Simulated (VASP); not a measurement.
# SrTe (Fm-3m) in VASP: further runs, part 2 of 2

VASP 6.6.1. The steps go on from the part before.

**3. Single point, PBE**

This run uses another cell than the first one, of 37.69 Å³/atom, 1.015 times its volume.

Contents of INCAR:

```
ALGO = Normal ; EDIFF = 1E-6
ENCUT = 500 ; GGA = PE
GGA_COMPAT = False ; ISIF = 2
ISMEAR = 0 ; LASPH = True
LCHARG = False ; LREAL = False
LWAVE = False ; NBANDS = 15
NELM = 120 ; PREC = Accurate
SIGMA = 0.01
```

Contents of KPOINTS:

```
k-points
0
Gamma
  4 4 4
```

Contents of POSCAR:

```
SrTe
1.0
    0.0000000000      3.3527582055      3.3527582055
    3.3527582055      0.0000000000      3.3527582055
    3.3527582055      3.3527582055      0.0000000000
Sr Te
1 1
Direct
    0.0000000000      0.0000000000      0.0000000000
    0.5000000000      0.5000000000      0.5000000000
```

Potentials or basis: VASP PAW PBE potentials, release 64 (Sr_sv, Te).

Launch:

```
$ cat potpaw_PBE.64/Sr_sv/POTCAR potpaw_PBE.64/Te/POTCAR > POTCAR
$ mpirun -np 1 vasp_std > vasp.out
```

OUTCAR:

```text
EDIFF = 1E-6
   ENCUT = 500
   GGA = PE
   ISIF = 2
   ISMEAR = 0
   LASPH = True
   LREAL = False
   NELM = 120
   PREC = Accurate

 ion  position               nearest neighbor table
   1  0.000  0.000  0.000-   2 3.35   2 3.35   2 3.35   2 3.35   2 3.35   2 3.35
   2  0.500  0.500  0.500-   1 3.35   1 3.35   1 3.35   1 3.35   1 3.35   1 3.35

  LATTYP: Found a face centered cubic cell.
 ALAT       =     6.7055164110

  Lattice vectors:

 A1 = (   0.0000000000,   3.3527582055,   3.3527582055)
 A2 = (   3.3527582055,   0.0000000000,   3.3527582055)
 A3 = (   3.3527582055,   3.3527582055,   0.0000000000)

Analysis of symmetry for initial positions (statically):
=====================================================================
 Subroutine PRICEL returns:
 Original cell was already a primitive cell.

 Routine SETGRP: Setting up the symmetry group for a
 face centered cubic supercell.

 Subroutine GETGRP returns: Found 48 space group operations
 (whereof 48 operations were pure point group operations)
 out of a pool of 48 trial point group operations.

The static configuration has the point symmetry O_h .

Analysis of symmetry for dynamics (positions and initial velocities):
=====================================================================
 Subroutine PRICEL returns:
 Original cell was already a primitive cell.

 Routine SETGRP: Setting up the symmetry group for a
 face centered cubic supercell.

 Subroutine GETGRP returns: Found 48 space group operations
 (whereof 48 operations were pure point group operations)
 out of a pool of 48 trial point group operations.

The dynamic configuration has the point symmetry O_h .

 Subroutine INISYM returns: Found 48 space group operations
 (whereof 48 operations are pure point group operations),
 and found     1 'primitive' translations

----------------------------------------------------------------------------------------

                                     Primitive cell

  volume of cell :      75.3766

  direct lattice vectors                    reciprocal lattice vectors
     0.000000000  3.352758205  3.352758205    -0.149130945  0.149130945  0.149130945
     3.352758205  0.000000000  3.352758205     0.149130945 -0.149130945  0.149130945
     3.352758205  3.352758205  0.000000000     0.149130945  0.149130945 -0.149130945

  length of vectors
     4.741516126  4.741516126  4.741516126     0.258302374  0.258302374  0.258302374

  position of ions in fractional coordinates (direct lattice)
     0.000000000  0.000000000  0.000000000
     0.500000000  0.500000000  0.500000000

  ion indices of the primitive-cell ions
   primitive index   ion index
                 1           1
                 2           2

----------------------------------------------------------------------------------------

 KPOINTS: k-points

Automatic generation of k-mesh.
 Grid dimensions read from file:
 generate k-points for:    4    4    4

 Generating k-lattice:

  Cartesian coordinates                     Fractional coordinates (reciprocal lattice)
    -0.037282736  0.037282736  0.037282736     0.250000000  0.000000000  0.000000000
[... 24 lines left out ...]
   k-points           NKPTS =      8   k-points in BZ     NKDIM =      8   number of bands    NBANDS=     15
   number of dos      NEDOS =    301   number of ions     NIONS =      2
   total plane-waves  NPLWV =  46656
   dimension x,y,z NGX =    36 NGY =   36 NGZ =   36
   dimension x,y,z NGXF=    72 NGYF=   72 NGZF=   72
   ions per type =               1   1
   NGX,Y,Z   is equivalent  to a cutoff of  12.62, 12.62, 12.62 a.u.
   NGXF,Y,Z  is equivalent  to a cutoff of  25.24, 25.24, 25.24 a.u.
 SYSTEM =  unknown system
   PREC   = accura    normal or accurate (medium, high low for compatibility)
   ISTART =      0    job   : 0-new  1-cont  2-samecut
   ICHARG =      2    charge: 1-file 2-atom 10-const
   ISPIN  =      1    spin polarized calculation?
   LNONCOLLINEAR =      F non collinear calculations
   LSORBIT =      F    spin-orbit coupling
   LASPH  =      T    aspherical Exc in radial PAW
   ENCUT  =  500.0 eV  36.75 Ry    6.06 a.u.   8.64  8.64  8.64*2*pi/ulx,y,z
   NELM   =    120;   NELMIN=  2; NELMDL= -5     # of ELM steps
   EDIFF  = 0.1E-05   stopping-criterion for ELM
   LREAL  =      F    real-space projection
   EDIFFG = 0.1E-04   stopping-criterion for IOM
   NSW    =      0    number of steps for IOM
   IBRION =     -1    ionic relax: 0-MD 1-quasi-New 2-CG
   NFREE  =      0    steps in history (QN), initial steepest desc. (CG)
   ISIF   =      2    stress and relaxation
   ISYM   =      2    0-nonsym 1-usesym 2-fastsym
   POTIM  = 0.5000    time-step for ionic-motion
   TEBEG  =    0.0;   TEEND  =   0.0 temperature during run
   PSTRESS=    0.0 pullay stress
   NELECT =      16.0000    total number of electrons
   NUPDOWN=      -1.0000    fix difference up-down
   EMIN   =  10.00;   EMAX   =-10.00  energy-range for DOS
   EFERMI =   0.00;   METHOD = LEGACY
   ISMEAR =     0;   SIGMA  =   0.01  broadening in eV -4-tet -1-fermi 0-gaus
   EFERMI_NEDOS =   21; number of points for ismear=-14 and -15
   IALGO  =     38    algorithm
   IMIX   =      4    mixing-type and parameters
     AMIX     =   0.40;   BMIX     =  1.00
     AMIX_MAG =   1.60;   BMIX_MAG =  1.00
  volume/ion in A,a.u.               =      37.69       254.33
  Fermi-wavevector in a.u.,A,eV,Ry     =   0.976568  1.845446 12.975679  0.953686
  Thomas-Fermi vector in A             =   2.107197
   LORBIT       =      0    0 simple, 1 ext, 2 COOP (PROOUT), +10 PAW based schemes
   GGA     = PE    functional components
   LHFCALC =     F    Hartree Fock is set to
   AEXX    =    0.0000 exact exchange contribution
   IVDW    =     0    specifies the selected vdW correction
   LEPSILON=     F    determine dielectric tensor
   LRPA    =     F    only Hartree local field effects (RPA)
 non-spin polarized calculation
 Gauss-broadening in eV      SIGMA  =   0.01
  energy-cutoff  :      500.00
  volume of cell :       75.38
 maximum number of plane-waves:      1924
 NGX is ok and might be reduce to    36
   NGX = 17   NGY = 17   NGZ = 17

 number of electron      16.0000000 magnetization

 Free energy of the ion-electron system (eV)
  ---------------------------------------------------
  ext. energy  EPLUGINS =         0.00000000
  ---------------------------------------------------
  free energy    TOTEN  =        -8.25443916 eV

  energy without entropy =       -8.25443916  energy(sigma->0) =       -8.25443916

 E-fermi :   2.8117     XC(G=0):  -8.4326

 val. band max:        2.7193171083   @ k =   0.0000   0.0000   0.0000
 cond. band min:       4.4576290937   @ k =   0.5000   0.5000   0.0000
 fundamental gap:      1.7383119854
 Fermi energy:         2.8117310026

 k-point     1 :       0.0000    0.0000    0.0000
  band No.  band energies     occupation
      1     -32.0281      2.00000
      2     -14.0142      2.00000
      3     -14.0142      2.00000
      4     -14.0142      2.00000
      5      -7.1957      2.00000
      6       2.7193      2.00000
      7       2.7193      2.00000
      8       2.7193      2.00000
      9       5.4805      0.00000
     10       5.9988      0.00000
     11       5.9988      0.00000
     12       5.9988      0.00000
     13       6.6238      0.00000
     14       6.6238      0.00000
[... 113 lines left out ...]
      2     -14.0690      2.00000
      3     -14.0690      2.00000
      4     -14.0531      2.00000
      5      -6.6686      2.00000
      6       1.1750      2.00000
      7       1.1750      2.00000
      8       1.2377      2.00000
      9       6.6339      0.00000
     10       6.6339      0.00000
     11       7.1331      0.00000
     12       8.3572      0.00000
     13       8.8131      0.00000
     14      10.2482      0.00000
     15      10.8329      0.00000

------------------------ aborting loop because EDIFF is reached ----------------------------------------

  FORCE on cell =-STRESS in cart. coord.  units (eV):
  Direction    XX          YY          ZZ          XY          YZ          ZX
  --------------------------------------------------------------------------------------
  -------------------------------------------------------------------------------------
  Total        0.1663500      0.1663500      0.1663500      0.0000000      0.0000000      0.0000000
  in kB        3.5358734      3.5358734      3.5358734      0.0000000      0.0000000      0.0000000
  external PRESSURE =       3.5358734 kB  Pullay stress =       0.0000000 kB

 VOLUME and BASIS-vectors are now :
 -----------------------------------------------------------------------------
  energy-cutoff  :      500.00
  volume of cell :       75.38
      direct lattice vectors                 reciprocal lattice vectors
     0.000000000  3.352758205  3.352758205    -0.149130945  0.149130945  0.149130945
     3.352758205  0.000000000  3.352758205     0.149130945 -0.149130945  0.149130945
     3.352758205  3.352758205  0.000000000     0.149130945  0.149130945 -0.149130945

 POSITION                                       TOTAL-FORCE (eV/Angst)
 -----------------------------------------------------------------------------------
      0.00000      0.00000      0.00000         0.000000      0.000000      0.000000
      3.35276      3.35276      3.35276         0.000000      0.000000     -0.000000
 -----------------------------------------------------------------------------------
    total drift:                                0.000000      0.000000      0.000000

  FREE ENERGIE OF THE ION-ELECTRON SYSTEM (eV)
  ---------------------------------------------------
  free  energy   TOTEN  =        -8.2544391609 eV

  energy  without entropy=       -8.2544391609  energy(sigma->0) =       -8.25443916
```

stdout:

```text
POSCAR found type information on POSCAR SrTe
 POSCAR found :  2 types and       2 ions
 scaLAPACK will be used
 LDA part: xc-table for (Slater+PW92), standard interpolation
 POSCAR, INCAR and KPOINTS ok, starting setup
 FFT: planning ... GRIDC
 FFT: planning ... GRID_SOFT
 FFT: planning ... GRID
 WAVECAR not read
 entering main loop
```

Wall time 15 s (1 thread of AMD EPYC 7R13, shared host); peak memory 0.17 GiB.

What came out:

```
Free energy            : -8.2544 eV
Pressure               : 0.4 GPa
Band gap on the k mesh : 1.74 eV, indirect (least direct gap 2.47 eV)
```

Caveat: spin-orbit coupling is left out, which moves the levels of the heavy elements.

**4. Single point, PBE (strain +2.0%)**

Contents of INCAR:

```
SYSTEM = SrTe
ALGO     = Normal         ! electronic algorithm
EDIFF    = 1E-6           ! SCF threshold, eV
ENCUT    = 500            ! plane-wave cutoff, eV
GGA      = PE             ! functional
GGA_COMPAT= .False.      
ISIF     = 2              ! what is computed and relaxed
ISMEAR   = 0              ! smearing method
LASPH    = .True.         ! aspherical terms in the spheres
LCHARG   = .True.         ! write CHGCAR
LELF     = .True.         ! ELF
LREAL    = .False.        ! projectors in reciprocal space
LVHAR    = .True.       
LWAVE    = .False.        ! write WAVECAR
NBANDS   = 15             ! bands
NELM     = 120            ! most SCF steps
PREC     = Accurate       ! precision mode
SIGMA    = 0.01           ! smearing width, eV
```

Contents of KPOINTS:

```
k-points
0
Gamma
  4 4 4
  0 0 0
```

Contents of POSCAR:

```
SrTe
1.0
    0.0000000000      3.4198133696      3.4198133696
    3.4198133696      0.0000000000      3.4198133696
    3.4198133696      3.4198133696      0.0000000000
Sr Te
1 1
Direct
    0.0000000000      0.0000000000      0.0000000000
    0.5000000000      0.5000000000      0.5000000000
```

Launch:

```
$ cat potpaw_PBE.64/Sr_sv/POTCAR potpaw_PBE.64/Te/POTCAR > POTCAR
$ mpirun -np 1 vasp_std > vasp.out
```

It took 18 s on 1 thread of AMD EPYC 7R13, shared host; peak memory 0.17 GiB.

It converged, with:

| Quantity | Value |
| --- | --- |
| Free energy | -8.2381 eV |
| Pressure | -1.4 GPa |
| Band gap on the k mesh | 1.88 eV, indirect (least direct gap 2.51 eV) |

Levels at points of the mesh, in eV from the valence-band top:
| k point | band 5 | band 6 | band 7 | band 8 | band 9 | band 10 | band 11 | band 12 |
| --- | --- | --- | --- | --- | --- | --- | --- | --- |
| (0.00, 0.00, 0.00) | -9.74 | 0.00 | 0.00 | 0.00 | 2.51 | 3.32 | 3.32 | 3.32 |
| (0.50, 0.00, 0.00) | -9.24 | -2.58 | -0.96 | -0.96 | 3.78 | 5.00 | 5.18 | 5.18 |
| (0.50, 0.50, 0.00) | -9.36 | -1.83 | -0.69 | -0.69 | 1.88 | 3.64 | 4.70 | 5.74 |

Caveat: the cell differs from its parent crystal (strain +2.0%); spin-orbit coupling is left out, which moves the levels of the heavy elements. A k mesh can miss the band edges.

**5. The runs side by side**

```csv
cell,gap on the mesh (eV),pressure (GPa)
"a = 4.718 Å, angles 60.0°, 2 atoms",1.70,0.9
"a = 4.742 Å, angles 60.0°, 2 atoms",1.74,0.4
"a = 4.836 Å, angles 60.0°, 2 atoms",1.88,-1.4
```

Alike in all rows: task single point; level PBE; potentials or basis VASP PAW PBE potentials, release 64 (Sr_sv, Te); no spin polarisation; k mesh 4 × 4 × 4; cutoff (eV) 500; smearing gaussian 0.01 eV.

Caveats: spin-orbit coupling is left out, which moves the levels of the heavy elements.

Total energies depend on the potentials used, so only differences within one code and one set of settings carry meaning.
